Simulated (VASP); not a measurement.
# Mo (C2/m) in VASP: single point with PBEsol

Aim: the single point of Mo with PBEsol.

Program: VASP 6.6.1. These are calculated values, not measurements. Logs are shortened: lines on timing, memory, paths and dates and some standing lists are left out, and cuts for length are marked.

**1. The cell of the first run**

Symmetry: C2/m, No. 12, monoclinic system. The conventional cell has a = 4.755 Å, b = 2.742 Å, c = 2.495 Å, α = 90.00°, β = 95.36°, γ = 90.00°. Within 3.3 Å of Mo (site symmetry 2/m) lie 8 Mo at 2.49 to 2.74 Å.

**2. Single point, PBEsol (strain +0.0937 x Voigt [0, 0, 0, 1, 0, 0])**

Contents of INCAR:

```
ALGO = Fast ; EDIFF = 1E-6
ENCUT = 520 ; GGA = PS
ISIF = 2 ; ISMEAR = 0
LASPH = True ; LCHARG = False
LREAL = False ; LWAVE = False
NBANDS = 13 ; NELM = 80
PREC = Accurate ; SIGMA = 0.15
```

Contents of KPOINTS:

```
k-points
0
Gamma
  24 24 24
```

Contents of POSCAR:

```
Mo
1.0
    2.7423354202      0.0000000000      0.0000000000
   -1.3711677101      2.3749321396      0.1112655707
    0.0000000000      0.1167535299      2.4920710759
Mo
1
Direct
    0.0000000000      0.0000000000      0.5000000000
```

Potentials or basis: VASP PAW PBE potentials, release 64 (Mo_sv).

The run is started by

```
$ cat potpaw_PBE.64/Mo_sv/POTCAR > POTCAR
$ mpirun -np 1 vasp_std > vasp.out
```

OUTCAR:

```text
EDIFF = 1E-6
   ENCUT = 520
   GGA = PS
   ISIF = 2
   ISMEAR = 0
   LASPH = True
   LREAL = False
   NELM = 80
   PREC = Accurate

 ion  position               nearest neighbor table
   1  0.000  0.000  0.500-

  LATTYP: Found a base centered monoclinic cell.
 ALAT       =     4.7550742139
 B/A-ratio  =     0.5767176908
 C/A-ratio  =     0.5246615333
 COS(beta)  =    -0.0934947862

  Lattice vectors:

 A1 = (  -1.3711677101,  -2.3749321396,  -0.1112655707)
 A2 = (   1.3711677101,  -2.3749321396,  -0.1112655707)
 A3 = (   0.0000000000,   0.1167535299,   2.4920710759)

Analysis of symmetry for initial positions (statically):
=====================================================================
 Subroutine PRICEL returns:
 Original cell was already a primitive cell.

 Routine SETGRP: Setting up the symmetry group for a
 base centered monoclinic supercell.

 Subroutine GETGRP returns: Found  4 space group operations
 (whereof  4 operations were pure point group operations)
 out of a pool of  4 trial point group operations.

The static configuration has the point symmetry C_2h.

Analysis of symmetry for dynamics (positions and initial velocities):
=====================================================================
 Subroutine PRICEL returns:
 Original cell was already a primitive cell.

 Routine SETGRP: Setting up the symmetry group for a
 base centered monoclinic supercell.

 Subroutine GETGRP returns: Found  4 space group operations
 (whereof  4 operations were pure point group operations)
 out of a pool of  4 trial point group operations.

The dynamic configuration has the point symmetry C_2h.

 Subroutine INISYM returns: Found  4 space group operations
 (whereof  4 operations are pure point group operations),
 and found     1 'primitive' translations

----------------------------------------------------------------------------------------

                                     Primitive cell

  volume of cell :      16.1949

  direct lattice vectors                    reciprocal lattice vectors
     2.742335420  0.000000000  0.000000000     0.364652694  0.210995450 -0.009885137
    -1.371167710  2.374932140  0.111265571     0.000000000  0.421990900 -0.019770274
     0.000000000  0.116753530  2.492071076     0.000000000 -0.018840979  0.402155364

  length of vectors
     2.742335420  2.744591697  2.494804528     0.421412367  0.422453765  0.402596472

  position of ions in fractional coordinates (direct lattice)
     1.000000000  1.000000000  0.500000000

  ion indices of the primitive-cell ions
   primitive index   ion index
                 1           1

----------------------------------------------------------------------------------------

 KPOINTS: k-points

Automatic generation of k-mesh.
 Grid dimensions read from file:
 generate k-points for:   24   24   24

 Generating k-lattice:

  Cartesian coordinates                     Fractional coordinates (reciprocal lattice)
     0.015193862  0.008791477 -0.000411881     0.041666667  0.000000000  0.000000000
     0.000000000  0.017582954 -0.000823761     0.000000000  0.041666667  0.000000000
     0.000000000 -0.000785041  0.016756474     0.000000000 -0.000000000  0.041666667

  Length of vectors
     0.017558849  0.017602240  0.016774853

  Shift w.r.t. Gamma in fractional coordinates (k-lattice)
     0.000000000  0.000000000  0.000000000

 Subroutine IBZKPT returns following result:
 ===========================================

 Found   3614 irreducible k-points:

 Following reciprocal coordinates:
            Coordinates               Weight
  0.000000  0.000000  0.000000      1.000000
  0.041667 -0.000000  0.000000      4.000000
  0.083333 -0.000000 -0.000000      4.000000
  0.125000 -0.000000  0.000000      4.000000
  0.166667  0.000000  0.000000      4.000000
  0.208333  0.000000  0.000000      4.000000
[... 16 lines left out ...]
  0.375000  0.041667  0.000000      4.000000
  0.416667  0.041667 -0.000000      4.000000
 [... further k-points ...]
   k-points           NKPTS =   3614   k-points in BZ     NKDIM =   3614   number of bands    NBANDS=     13
   number of dos      NEDOS =    301   number of ions     NIONS =      1
   total plane-waves  NPLWV =   8000
   dimension x,y,z NGX =    20 NGY =   20 NGZ =   20
   dimension x,y,z NGXF=    40 NGYF=   40 NGZF=   40
   ions per type =               1
   NGX,Y,Z   is equivalent  to a cutoff of  12.12, 12.11, 13.33 a.u.
   NGXF,Y,Z  is equivalent  to a cutoff of  24.25, 24.23, 26.65 a.u.
 SYSTEM =  unknown system
   PREC   = accura    normal or accurate (medium, high low for compatibility)
   ISTART =      0    job   : 0-new  1-cont  2-samecut
   ICHARG =      2    charge: 1-file 2-atom 10-const
   ISPIN  =      1    spin polarized calculation?
   LNONCOLLINEAR =      F non collinear calculations
   LSORBIT =      F    spin-orbit coupling
   LASPH  =      T    aspherical Exc in radial PAW
   ENCUT  =  520.0 eV  38.22 Ry    6.18 a.u.   5.10  5.10  4.64*2*pi/ulx,y,z
   NELM   =     80;   NELMIN=  2; NELMDL= -5     # of ELM steps
   EDIFF  = 0.1E-05   stopping-criterion for ELM
   LREAL  =      F    real-space projection
   EDIFFG = 0.1E-04   stopping-criterion for IOM
   NSW    =      0    number of steps for IOM
   IBRION =     -1    ionic relax: 0-MD 1-quasi-New 2-CG
   NFREE  =      0    steps in history (QN), initial steepest desc. (CG)
   ISIF   =      2    stress and relaxation
   ISYM   =      2    0-nonsym 1-usesym 2-fastsym
   POTIM  = 0.5000    time-step for ionic-motion
   TEBEG  =    0.0;   TEEND  =   0.0 temperature during run
   PSTRESS=    0.0 pullay stress
   NELECT =      14.0000    total number of electrons
   NUPDOWN=      -1.0000    fix difference up-down
   EMIN   =  10.00;   EMAX   =-10.00  energy-range for DOS
   EFERMI =   0.00;   METHOD = LEGACY
   ISMEAR =     0;   SIGMA  =   0.15  broadening in eV -4-tet -1-fermi 0-gaus
   EFERMI_NEDOS =   21; number of points for ismear=-14 and -15
   IALGO  =     68    algorithm
   IMIX   =      4    mixing-type and parameters
     AMIX     =   0.40;   BMIX     =  1.00
     AMIX_MAG =   1.60;   BMIX_MAG =  1.00
  volume/ion in A,a.u.               =      16.19       109.29
  Fermi-wavevector in a.u.,A,eV,Ry     =   1.559522  2.947069 33.090855  2.432109
  Thomas-Fermi vector in A             =   2.662868
   LORBIT       =      0    0 simple, 1 ext, 2 COOP (PROOUT), +10 PAW based schemes
   GGA     = PS    functional components
   LHFCALC =     F    Hartree Fock is set to
   AEXX    =    0.0000 exact exchange contribution
   IVDW    =     0    specifies the selected vdW correction
   LEPSILON=     F    determine dielectric tensor
   LRPA    =     F    only Hartree local field effects (RPA)
 non-spin polarized calculation
 RMM-DIIS sequential band-by-band and
 Gauss-broadening in eV      SIGMA  =   0.15
  energy-cutoff  :      520.00
  volume of cell :       16.19
 maximum number of plane-waves:       448
   NGX = 11   NGY = 11   NGZ =  9

 number of electron      14.0000004 magnetization

 Free energy of the ion-electron system (eV)
  ---------------------------------------------------
  ext. energy  EPLUGINS =         0.00000000
  ---------------------------------------------------
  free energy    TOTEN  =       -10.91911933 eV

  energy without entropy =      -10.90858427  energy(sigma->0) =      -10.91385180

 E-fermi :  11.7606     XC(G=0): -13.2445

 val. band max:       11.7600850442   @ k =   0.1250  -0.1667   0.1250
 cond. band min:      11.7610612713   @ k =   0.3333  -0.4167   0.2500
 fundamental gap:      0.0009762271
 Fermi energy:        11.7606233494

 k-point     1 :       0.0000    0.0000    0.0000
  band No.  band energies     occupation
      1     -49.2035      2.00000
      2     -22.5281      2.00000
      3     -22.4957      2.00000
      4     -22.2517      2.00000
      5       4.8690      2.00000
      6       7.3477      2.00000
      7      10.7947      2.00000
      8      10.8177      2.00000
      9      15.9050      0.00000
     10      16.0621      0.00000
     11      24.6204      0.00000
     12      28.0398      0.00000
     13      32.0697      0.00000

 k-point     2 :       0.0417   -0.0000    0.0000
  band No.  band energies     occupation
      1     -49.1998      2.00000
      2     -22.5402      2.00000
      3     -22.5132      2.00000
      4     -22.2502      2.00000
      5       4.9384      2.00000
      6       7.3746      2.00000
      7      10.7291      2.00000
      8      10.8751      2.00000
      9      15.8770      0.00000
     10      16.0111      0.00000
     11      24.7807      0.00000
     12      28.1561      0.00000
     13      31.7538      0.00000

 k-point     3 :       0.0833   -0.0000   -0.0000
  band No.  band energies     occupation
      1     -49.1890      2.00000
      2     -22.6022      2.00000
      3     -22.5377      2.00000
      4     -22.2454      2.00000
      5       5.1404      2.00000
      6       7.4543      2.00000
      7      10.5353      2.00000
      8      11.0606      2.00000
      9      15.7417      0.00000
     10      15.9219      0.00000
     11      25.2368      0.00000
     12      28.4793      0.00000
     13      30.9520      0.00000
[... 305 lines left out ...]
 k-point    23 :       0.3750    0.0417    0.0000
  band No.  band energies     occupation
      1     -49.0043      2.00000
      2     -23.7274      2.00000
      3     -22.8078      2.00000
      4     -22.1391      2.00000
      5       6.9710      2.00000
      6       8.2089      2.00000
      7      11.7154      1.33027
      8      13.4414      0.00000
      9      15.2775      0.00000
     10      15.4786      0.00000
     11      22.7867      0.00000
     12      25.7555      0.00000
     13      29.7836      0.00000

 k-point    24 :       0.4167    0.0417   -0.0000
  band No.  band energies     occupation
      1     -48.9897      2.00000
      2     -23.8100      2.00000
      3     -22.8287      2.00000
      4     -22.1300      2.00000
      5       6.8813      2.00000
      6       8.3154      2.00000
      7      12.2521      0.00000
      8      13.3056      0.00000
      9      15.2954      0.00000
     10      15.9418      0.00000
     11      22.2195      0.00000
     12      25.2008      0.00000
     13      29.3333      0.00000

 [... further k-points ...]
[... 5 lines left out ...]
  --------------------------------------------------------------------------------------
  -------------------------------------------------------------------------------------
  Total        0.0225767      0.0462795      0.1018064      0.0000000      0.8788142      0.0000000
  in kB        2.2335329      4.5784792     10.0718191      0.0000000     86.9420182      0.0000000
  external PRESSURE =       5.6279437 kB  Pullay stress =       0.0000000 kB

 VOLUME and BASIS-vectors are now :
 -----------------------------------------------------------------------------
  energy-cutoff  :      520.00
  volume of cell :       16.19
      direct lattice vectors                 reciprocal lattice vectors
     2.742335420  0.000000000  0.000000000     0.364652694  0.210995450 -0.009885137
    -1.371167710  2.374932140  0.111265571     0.000000000  0.421990900 -0.019770274
     0.000000000  0.116753530  2.492071076     0.000000000 -0.018840979  0.402155364

 POSITION                                       TOTAL-FORCE (eV/Angst)
 -----------------------------------------------------------------------------------
      0.00000      0.05838      1.24604         0.000000     -0.000000      0.000000
 -----------------------------------------------------------------------------------
    total drift:                               -0.000000      0.000000      0.000000

  FREE ENERGIE OF THE ION-ELECTRON SYSTEM (eV)
  ---------------------------------------------------
  free  energy   TOTEN  =       -10.9191193320 eV

  energy  without entropy=      -10.9085842738  energy(sigma->0) =      -10.91385180
```

Run time: 6.4 min. Hardware: 1 thread of Oxide Virtual Turin-like, shared host; peak memory 0.7 GiB.

Results:

| Property | Result |
| --- | --- |
| Free energy | -10.9191 eV |
| Pressure | 0.6 GPa |
| Band gap on the k mesh | zero (bands 7 and 8 overlap by 1.93 eV) |

Stress tensor (GPa, compression positive):
```
0.22 0.00 0.00
0.00 0.46 8.69
0.00 8.69 1.01
```

Caveat: the cell differs from its parent crystal (strain +0.0937 x Voigt [0, 0, 0, 1, 0, 0]); the PAW data sets were made with another functional, which shifts forces and pressure a little.
